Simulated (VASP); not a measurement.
Wanted: the native input for a VASP 6.6.1 run.

```yaml
Task: single point
Functional: PBE
Potentials_or_basis: VASP PAW PBE potentials, release 64 (K_sv, S)
Cutoff: 500 eV
k_mesh: 7 × 7 × 7
Occupations: fermi-dirac, width 0.03 eV
Spin: no spin polarisation
Dipole_correction: no
Further_INCAR_settings: ALGO = Normal; EDIFF = 1e-06; NBANDS = 19
```

The structure of K2S lies in POSCAR:

```
K2S
1.0
    0.0000000000      3.7069394613      3.7069394613
    3.7069394613      0.0000000000      3.7069394613
    3.7069394613      3.7069394613      0.0000000000
K S
2 1
Direct
    0.7500000000      0.7500000000      0.7500000000
    0.2500000000      0.2500000000      0.2500000000
    0.0000000000      0.0000000000      0.0000000000
```

These files were run (other wordings do the same):

INCAR

```
SYSTEM = K2S
ALGO = Normal
EDIFF = 1E-6
ENCUT = 500
GGA = PE
GGA_COMPAT = .False.
ISIF = 2
ISMEAR = -1
LASPH = .True.
LCHARG = .True.
LELF = .True.
LREAL = .False.
LVHAR = .True.
LWAVE = .False.
NBANDS = 19
NELM = 120
PREC = Accurate
SIGMA = 0.03
```

KPOINTS

```
k-points
0
Gamma
  7 7 7
  0 0 0
```

Potentials or basis: VASP PAW PBE potentials, release 64 (K_sv, S).

Run with:

```console
$ cat potpaw_PBE.64/K_sv/POTCAR potpaw_PBE.64/S/POTCAR > POTCAR
$ mpirun -np 1 vasp_std > vasp.out
```

It gave:

| Quantity | Value |
| --- | --- |
| Pressure | 0.4 GPa |
| Band gap on the k mesh | 2.38 eV, indirect (least direct gap 2.56 eV) |

Wall time 43 s on 1 thread of Intel Xeon 6975P-C (shared host), peak memory 0.25 GiB.
